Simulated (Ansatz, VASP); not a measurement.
## N: VASP beside Ansatz

INCAR

```
SYSTEM = N
PREC = Accurate
ENCUT = 520
EDIFF = 1E-6
ISMEAR = -1
SIGMA = 0.02
LREAL = .False.
LASPH = .True.
NELM = 60
ALGO = Normal
ISIF = 2
LWAVE = .False.
LCHARG = .False.
GGA = PE
NBANDS = 12
```

KPOINTS

```
regular mesh
0
Gamma
  10 10 5
  0 0 0
```

POSCAR

```
N
1.0
    3.5674812622      0.0000000000      0.0000000000
   -1.7837406311      3.0895294007      0.0000000000
    0.0000000000      0.0000000000      5.7901502020
N
2
Direct
    0.3333333333      0.6666666667      0.2500000000
    0.6666666667      0.3333333333      0.7500000000
```

Input for Ansatz:

```yaml
crystal:
  lattice:
    - [3.5674812622, 0.0, 0.0]
    - [-1.7837406311, 3.0895294007, 0.0]
    - [0.0, 0.0, 5.790150202]
  atoms:
    - { symbol: "N", position: [0.3333333333, 0.6666666667, 0.25] }
    - { symbol: "N", position: [0.6666666667, 0.3333333333, 0.75] }
kpoints:
  mp_grid: { grid: [10, 10, 5] }
scf:
  occupations: { method: fermi_dirac, width: 0.02 }
hamiltonian:
  xc: pbe
  pseudopotentials: { kind: all_electron, lapw: { basis_error: 0.0005 } }
output:
  forces: true
  stress: true
  eigenvalues: true
```

Change from the starting cell: volume scaled by 0.95.

Alike in both runs: task single point; functional PBE; k mesh 10 × 10 × 5; occupations fermi-dirac, width 0.02 eV; no spin polarisation.

|  | VASP | Ansatz |
| --- | --- | --- |
| version | VASP 6.6.1 | Ansatz 0.2.0 |
| potentials or method | VASP PAW PBE potentials, release 64 (N), cutoff 520 eV | all-electron LAPW, scalar-relativistic |

Ansatz gave:

* pressure (GPa): -8.0

**Question.** Estimate VASP's values.

**Answer.** Pressure (GPa): -8.1.

Ansatz ran all-electron here, and VASP with PAW potentials.
